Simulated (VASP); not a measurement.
# GaAs (P4_2/mmc) in VASP: further runs

Runs on GaAs. Level: PBE. Tasks: single point, relaxation of cell and atoms.

All numbers are computed with VASP 6.6.1; they aren't measurements. Logs are shortened: lines on timing, memory, paths and dates and some standing lists are left out, and cuts for length are marked.

### Step 1. The cell of the first run

Symmetry: P4_2/mmc, No. 131, tetragonal system. The conventional cell has a = 3.754 Å, b = 3.754 Å, c = 6.873 Å, α = 90.00°, β = 90.00°, γ = 90.00°. Within 3.4 Å of Ga (site symmetry -4m2) lie 4 As at 2.54 Å. As (site symmetry mmm) has 4 Ga at 2.54 Å within 3.4 Å.

### Step 2. Single point, PBE

The input, INCAR:

```
SYSTEM = GaAs
PREC = Accurate
ENCUT = 520
EDIFF = 1E-7
ISMEAR = 0
SIGMA = 0.1
LREAL = .FALSE.
LASPH = .TRUE.
NELM = 100
ALGO = Normal
ISIF = 2
LWAVE = .FALSE.
LCHARG = .FALSE.
GGA = PE
NBANDS = 26
```

The input, KPOINTS:

```
Automatic mesh
0
G
  12 12 8
  0 0 0
```

The input, POSCAR:

```
GaAs
1.0
    3.7539935502      0.0000000000      0.0000000000
    0.0000000000      3.7539935502      0.0000000000
    0.0000000000      0.0000000000      6.8725853381
Ga As
2 2
Direct
    0.5000000000      0.5000000000      0.2500000000
    0.5000000000      0.5000000000      0.7500000000
    0.0000000000      0.5000000000      0.0000000000
    0.5000000000      0.0000000000      0.5000000000
```

Potentials or basis: VASP PAW PBE potentials, release 64 (Ga_d, As).

Command:

```
$ cat potpaw_PBE.64/Ga_d/POTCAR potpaw_PBE.64/As/POTCAR > POTCAR
$ mpirun -np 1 vasp_std > vasp.out
```

OUTCAR:

```text
SYSTEM = GaAs
   PREC = Accurate
   ENCUT = 520
   EDIFF = 1E-7
   ISMEAR = 0
   LREAL = .FALSE.
   LASPH = .TRUE.
   NELM = 100
   ISIF = 2
   GGA = PE

 ion  position               nearest neighbor table
   1  0.500  0.500  0.250-   3 2.54   4 2.54   4 2.54   3 2.54
   2  0.500  0.500  0.750-   3 2.54   4 2.54   4 2.54   3 2.54
   3  0.000  0.500  0.000-   1 2.54   2 2.54   1 2.54   2 2.54
   4  0.500  0.000  0.500-   1 2.54   2 2.54   1 2.54   2 2.54

  LATTYP: Found a simple tetragonal cell.
 ALAT       =     3.7539935502
 C/A-ratio  =     1.8307397832

  Lattice vectors:

 A1 = (   3.7539935502,   0.0000000000,   0.0000000000)
 A2 = (   0.0000000000,   3.7539935502,   0.0000000000)
 A3 = (   0.0000000000,   0.0000000000,   6.8725853381)

Analysis of symmetry for initial positions (statically):
=====================================================================
 Subroutine PRICEL returns:
 Original cell was already a primitive cell.

 Routine SETGRP: Setting up the symmetry group for a
 simple tetragonal supercell.

 Subroutine GETGRP returns: Found 16 space group operations
 (whereof  8 operations were pure point group operations)
 out of a pool of 16 trial point group operations.

The static configuration has the point symmetry D_2h.
 The point group associated with its full space group is D_4h.

Analysis of symmetry for dynamics (positions and initial velocities):
=====================================================================
 Subroutine PRICEL returns:
 Original cell was already a primitive cell.

 Routine SETGRP: Setting up the symmetry group for a
 simple tetragonal supercell.

 Subroutine GETGRP returns: Found 16 space group operations
 (whereof  8 operations were pure point group operations)
 out of a pool of 16 trial point group operations.

The dynamic configuration has the point symmetry D_2h.
 The point group associated with its full space group is D_4h.

 Subroutine INISYM returns: Found 16 space group operations
 (whereof  8 operations are pure point group operations),
 and found     1 'primitive' translations

----------------------------------------------------------------------------------------

                                     Primitive cell

  volume of cell :      96.8517

  direct lattice vectors                    reciprocal lattice vectors
     3.753993550  0.000000000  0.000000000     0.266382983  0.000000000  0.000000000
     0.000000000  3.753993550  0.000000000     0.000000000  0.266382983  0.000000000
     0.000000000  0.000000000  6.872585338     0.000000000  0.000000000  0.145505650

  length of vectors
     3.753993550  3.753993550  6.872585338     0.266382983  0.266382983  0.145505650

  position of ions in fractional coordinates (direct lattice)
     0.500000000  0.500000000  0.250000000
     0.500000000  0.500000000  0.750000000
     0.000000000  0.500000000  0.000000000
     0.500000000  0.000000000  0.500000000

  ion indices of the primitive-cell ions
   primitive index   ion index
                 1           1
                 2           2
                 3           3
                 4           4

----------------------------------------------------------------------------------------

 KPOINTS: Automatic mesh

Automatic generation of k-mesh.
 Grid dimensions read from file:
 generate k-points for:   12   12    8

 Generating k-lattice:

  Cartesian coordinates                     Fractional coordinates (reciprocal lattice)
     0.022198582  0.000000000  0.000000000     0.083333333  0.000000000  0.000000000
     0.000000000  0.022198582  0.000000000     0.000000000  0.083333333  0.000000000
     0.000000000  0.000000000  0.018188206     0.000000000  0.000000000  0.125000000

  Length of vectors
     0.022198582  0.022198582  0.018188206

  Shift w.r.t. Gamma in fractional coordinates (k-lattice)
     0.000000000  0.000000000  0.000000000

 Subroutine IBZKPT returns following result:
 ===========================================

 Found    140 irreducible k-points:

 Following reciprocal coordinates:
            Coordinates               Weight
  0.000000  0.000000  0.000000      1.000000
  0.083333  0.000000  0.000000      4.000000
  0.166667  0.000000  0.000000      4.000000
  0.250000  0.000000  0.000000      4.000000
  0.333333  0.000000  0.000000      4.000000
  0.416667  0.000000  0.000000      4.000000
[... 16 lines left out ...]
  0.333333  0.333333  0.000000      4.000000
  0.416667  0.333333  0.000000      8.000000
 [... further k-points ...]
   k-points           NKPTS =    140   k-points in BZ     NKDIM =    140   number of bands    NBANDS=     26
   number of dos      NEDOS =    301   number of ions     NIONS =      4
   total plane-waves  NPLWV =  42336
   dimension x,y,z NGX =    28 NGY =   28 NGZ =   54
   dimension x,y,z NGXF=    56 NGYF=   56 NGZF=  108
   ions per type =               2   2
   NGX,Y,Z   is equivalent  to a cutoff of  12.40, 12.40, 13.06 a.u.
   NGXF,Y,Z  is equivalent  to a cutoff of  24.80, 24.80, 26.12 a.u.
 SYSTEM =  GaAs
   PREC   = accura    normal or accurate (medium, high low for compatibility)
   ISTART =      0    job   : 0-new  1-cont  2-samecut
   ICHARG =      2    charge: 1-file 2-atom 10-const
   ISPIN  =      1    spin polarized calculation?
   LNONCOLLINEAR =      F non collinear calculations
   LSORBIT =      F    spin-orbit coupling
   LASPH  =      T    aspherical Exc in radial PAW
   ENCUT  =  520.0 eV  38.22 Ry    6.18 a.u.   6.98  6.98 12.78*2*pi/ulx,y,z
   NELM   =    100;   NELMIN=  2; NELMDL= -5     # of ELM steps
   EDIFF  = 0.1E-06   stopping-criterion for ELM
   LREAL  =      F    real-space projection
   EDIFFG = 0.1E-05   stopping-criterion for IOM
   NSW    =      0    number of steps for IOM
   IBRION =     -1    ionic relax: 0-MD 1-quasi-New 2-CG
   NFREE  =      0    steps in history (QN), initial steepest desc. (CG)
   ISIF   =      2    stress and relaxation
   ISYM   =      2    0-nonsym 1-usesym 2-fastsym
   POTIM  = 0.5000    time-step for ionic-motion
   TEBEG  =    0.0;   TEEND  =   0.0 temperature during run
   PSTRESS=    0.0 pullay stress
   NELECT =      36.0000    total number of electrons
   NUPDOWN=      -1.0000    fix difference up-down
   EMIN   =  10.00;   EMAX   =-10.00  energy-range for DOS
   EFERMI =   0.00;   METHOD = LEGACY
   ISMEAR =     0;   SIGMA  =   0.10  broadening in eV -4-tet -1-fermi 0-gaus
   EFERMI_NEDOS =   21; number of points for ismear=-14 and -15
   IALGO  =     38    algorithm
   IMIX   =      4    mixing-type and parameters
     AMIX     =   0.40;   BMIX     =  1.00
     AMIX_MAG =   1.60;   BMIX_MAG =  1.00
  volume/ion in A,a.u.               =      24.21       163.40
  Fermi-wavevector in a.u.,A,eV,Ry     =   1.177082  2.224362 18.851162  1.385521
  Thomas-Fermi vector in A             =   2.313434
   LORBIT       =      0    0 simple, 1 ext, 2 COOP (PROOUT), +10 PAW based schemes
   GGA     = PE    functional components
   LHFCALC =     F    Hartree Fock is set to
   AEXX    =    0.0000 exact exchange contribution
   IVDW    =     0    specifies the selected vdW correction
   LEPSILON=     F    determine dielectric tensor
   LRPA    =     F    only Hartree local field effects (RPA)
 non-spin polarized calculation
 Gauss-broadening in eV      SIGMA  =   0.10
  energy-cutoff  :      520.00
  volume of cell :       96.85
 maximum number of plane-waves:      2630
 NGX is ok and might be reduce to    28
   NGX = 13   NGY = 13   NGZ = 25

 number of electron      36.0000040 magnetization

 Free energy of the ion-electron system (eV)
  ---------------------------------------------------
  ext. energy  EPLUGINS =         0.00000000
  ---------------------------------------------------
  free energy    TOTEN  =       -14.67082845 eV

  energy without entropy =      -14.66263293  energy(sigma->0) =      -14.66673069

 E-fermi :   3.4363     XC(G=0):  -9.4161

 val. band max:        3.4357208542   @ k =   0.2500   0.0000   0.2500
 cond. band min:       3.4495167509   @ k =   0.2500   0.0833   0.5000
 fundamental gap:      0.0137958967
 Fermi energy:         3.4362997826

 k-point     1 :       0.0000    0.0000    0.0000
  band No.  band energies     occupation
      1     -11.5857      2.00000
      2     -11.5473      2.00000
      3     -11.5385      2.00000
      4     -11.5334      2.00000
      5     -11.5334      2.00000
      6     -11.4797      2.00000
[... 18 lines left out ...]
     25       9.2399      0.00000
     26      10.0163      0.00000

 k-point     2 :       0.0833    0.0000    0.0000
  band No.  band energies     occupation
      1     -11.5860      2.00000
      2     -11.5480      2.00000
      3     -11.5364      2.00000
      4     -11.5350      2.00000
      5     -11.5332      2.00000
      6     -11.4813      2.00000
[... 18 lines left out ...]
     25       9.4347      0.00000
     26      10.3910      0.00000

 k-point     3 :       0.1667    0.0000    0.0000
  band No.  band energies     occupation
      1     -11.5896      2.00000
      2     -11.5492      2.00000
      3     -11.5372      2.00000
      4     -11.5325      2.00000
      5     -11.5308      2.00000
      6     -11.4856      2.00000
[... 18 lines left out ...]
     25       9.6434      0.00000
     26      10.9860      0.00000

 k-point     4 :       0.2500    0.0000    0.0000
  band No.  band energies     occupation
      1     -11.5999      2.00000
      2     -11.5473      2.00000
      3     -11.5377      2.00000
      4     -11.5316      2.00000
      5     -11.5236      2.00000
      6     -11.4915      2.00000
[... 18 lines left out ...]
     25       9.9556      0.00000
     26      10.6869      0.00000

 k-point     5 :       0.3333    0.0000    0.0000
  band No.  band energies     occupation
      1     -11.6133      2.00000
      2     -11.5426      2.00000
      3     -11.5372      2.00000
      4     -11.5308      2.00000
      5     -11.5167      2.00000
      6     -11.4977      2.00000
[... 18 lines left out ...]
     25      10.0397      0.00000
     26      10.5370      0.00000

 k-point     6 :       0.4167    0.0000    0.0000
  band No.  band energies     occupation
      1     -11.6236      2.00000
      2     -11.5386      2.00000
      3     -11.5364      2.00000
      4     -11.5301      2.00000
      5     -11.5113      2.00000
      6     -11.5030      2.00000
[... 427 lines left out ...]
 k-point    21 :       0.4167    0.2500    0.0000
  band No.  band energies     occupation
      1     -11.6180      2.00000
      2     -11.5850      2.00000
      3     -11.5320      2.00000
      4     -11.5057      2.00000
      5     -11.4978      2.00000
      6     -11.4958      2.00000
[... 18 lines left out ...]
     25      11.0321      0.00000
     26      11.1062      0.00000

 k-point    22 :       0.5000    0.2500    0.0000
  band No.  band energies     occupation
      1     -11.6217      2.00000
      2     -11.5846      2.00000
      3     -11.5317      2.00000
      4     -11.5063      2.00000
      5     -11.4978      2.00000
      6     -11.4936      2.00000
[... 18 lines left out ...]
     25      10.7917      0.00000
     26      11.3740      0.00000

 k-point    23 :       0.3333    0.3333    0.0000
  band No.  band energies     occupation
      1     -11.6079      2.00000
      2     -11.5993      2.00000
      3     -11.5313      2.00000
      4     -11.5042      2.00000
      5     -11.4993      2.00000
      6     -11.4918      2.00000
[... 18 lines left out ...]
     25      11.3668      0.00000
     26      11.6759      0.00000

 k-point    24 :       0.4167    0.3333    0.0000
  band No.  band energies     occupation
      1     -11.6152      2.00000
      2     -11.6013      2.00000
      3     -11.5301      2.00000
      4     -11.5050      2.00000
      5     -11.5008      2.00000
      6     -11.4856      2.00000
[... 18 lines left out ...]
     25      10.8492      0.00000
     26      11.6107      0.00000

 [... further k-points ...]
[... 5 lines left out ...]
  --------------------------------------------------------------------------------------
  -------------------------------------------------------------------------------------
  Total        0.0871309      0.0871309      0.1311710     -0.0000000      0.0000000      0.0000000
  in kB        1.4413712      1.4413712      2.1699076     -0.0000000      0.0000000      0.0000000
  external PRESSURE =       1.6842167 kB  Pullay stress =       0.0000000 kB

 VOLUME and BASIS-vectors are now :
 -----------------------------------------------------------------------------
  energy-cutoff  :      520.00
  volume of cell :       96.85
      direct lattice vectors                 reciprocal lattice vectors
     3.753993550  0.000000000  0.000000000     0.266382983  0.000000000  0.000000000
     0.000000000  3.753993550  0.000000000     0.000000000  0.266382983  0.000000000
     0.000000000  0.000000000  6.872585338     0.000000000  0.000000000  0.145505650

 POSITION                                       TOTAL-FORCE (eV/Angst)
 -----------------------------------------------------------------------------------
      1.87700      1.87700      1.71815        -0.000000      0.000000     -0.000000
      1.87700      1.87700      5.15444         0.000000     -0.000000     -0.000000
      0.00000      1.87700      0.00000         0.000000      0.000000      0.000000
      1.87700      0.00000      3.43629         0.000000      0.000000      0.000000
 -----------------------------------------------------------------------------------
    total drift:                                0.000000      0.000000      0.000000

  FREE ENERGIE OF THE ION-ELECTRON SYSTEM (eV)
  ---------------------------------------------------
  free  energy   TOTEN  =       -14.6708284547 eV

  energy  without entropy=      -14.6626329339  energy(sigma->0) =      -14.66673069
```

Wall time 6.2 min (1 thread of Intel Xeon Platinum 8375C at 2.90GHz (Ice Lake), shared host); peak memory 0.42 GiB.

Results:

```yaml
Free_energy: -14.6708 eV
Pressure: 0.2 GPa
Band_gap_on_the_k_mesh: zero (band 18 reaches 4.56 eV, above the bottom of band 19 at 2.08 eV)
```

### Step 3. Relaxation of cell and atoms, PBE

This run uses another cell than the first one, of 25.53 Å³/atom, 1.054 times its volume.

The input, INCAR:

```
PREC = Accurate
ENCUT = 600
EDIFF = 1E-6
ISMEAR = 0
SIGMA = 0.1
LREAL = F
LASPH = T
NELM = 100
ALGO = Normal
ISIF = 3
LWAVE = F
LCHARG = F
GGA = PE
IBRION = 2
NSW = 100
EDIFFG = -0.01
```

The input, KPOINTS:

```
regular mesh
0
Gamma
  12 12 8
```

The input, POSCAR:

```
GaAs
1.0
    4.1641325600      0.0000000000      0.0000000000
    0.0000000000      4.1641325600      0.0000000000
    0.0000000000      0.0000000000      5.8889727500
Ga As
2 2
Direct
    0.5000000000      0.5000000000      0.2500000000
    0.5000000000      0.5000000000      0.7500000000
    0.0000000000      0.5000000000      0.0000000000
    0.5000000000      0.0000000000      0.5000000000
```

Potentials or basis: VASP PAW PBE potentials, release 64 (Ga_d, As).

Command:

```
$ cat potpaw_PBE.64/Ga_d/POTCAR potpaw_PBE.64/As/POTCAR > POTCAR
$ mpirun -np 1 vasp_std > vasp.out
```

It took 35 min on 1 thread of Intel Xeon Platinum 8375C at 2.90GHz (Ice Lake), shared host; peak memory 0.52 GiB.

The run converged. Its results:

- Free energy: -14.6711 eV
- Relaxed volume: 24.27 Å³/atom
- Relaxed cell: a = 3.757 Å, b = 3.757 Å, c = 6.878 Å, α = 90.00°, β = 90.00°, γ = 90.00°
- Space group after relaxing (to 0.05 Å): P4_2/mmc (No. 131)
- Energy gained by relaxing: 143.7 meV/atom
- Ionic steps: 10
- Pressure after relaxing: 0.0 GPa
- Band gap on the k mesh: zero (band 18 reaches 4.54 eV, above the bottom of band 19 at 2.06 eV)

The path:
```
step  energy change (eV)  largest force (eV/Å)  pressure (GPa)  volume (Å³)
   1              0.0000                0.0000            1.03       102.11
   2             -0.1907                0.0000           -0.70       104.43
   3             -0.3849                0.0000           -3.98       109.63
   4             -0.4741                0.0000           -3.38       105.86
   5             -0.4949                0.0000           -2.94       103.85
   6             -0.5589                0.0000           -1.49       100.13
   7             -0.5743                0.0000           -0.15        97.52
   8             -0.5743                0.0000           -0.02        97.39
   9             -0.5745                0.0000           -0.03        97.32
  10             -0.5747                0.0000            0.03        97.09
```

Final structure:
```cif
data_structure
_symmetry_space_group_name_H-M 'P 1'
_symmetry_Int_Tables_number 1
_cell_length_a 3.7570
_cell_length_b 3.7570
_cell_length_c 6.8785
_cell_angle_alpha 90.000
_cell_angle_beta 90.000
_cell_angle_gamma 90.000
_cell_volume 97.09
loop_
_atom_site_label
_atom_site_type_symbol
_atom_site_fract_x
_atom_site_fract_y
_atom_site_fract_z
_atom_site_occupancy
Ga1 Ga 0.50000 0.50000 0.25000 1
Ga2 Ga 0.50000 0.50000 0.75000 1
As1 As 0.00000 0.50000 0.00000 1
As2 As 0.50000 0.00000 0.50000 1
```

Levels at points of the mesh, in eV from the Fermi level:
```csv
k point,band 15,band 16,band 17,band 18,band 19,band 20,band 21,band 22
"(0.00, 0.00, 0.00)",-1.57,-1.39,-1.35,0.68,0.68,1.93,3.50,3.50
"(0.50, 0.00, 0.00)",-3.48,-3.09,-0.91,1.12,1.23,1.39,4.34,4.37
"(0.50, 0.50, 0.00)",-3.83,-2.85,-2.85,-2.30,-1.12,0.98,0.98,4.20
"(0.00, 0.00, 0.50)",-1.27,-1.27,-0.12,-0.12,1.69,1.69,4.18,4.18
"(0.50, 0.00, 0.50)",-2.92,-2.72,-1.20,-0.85,1.13,1.69,3.25,3.57
"(0.50, 0.50, 0.50)",-3.11,-3.11,-1.81,-1.81,-0.12,-0.12,3.08,3.08
```

[end of part 1 of 2]
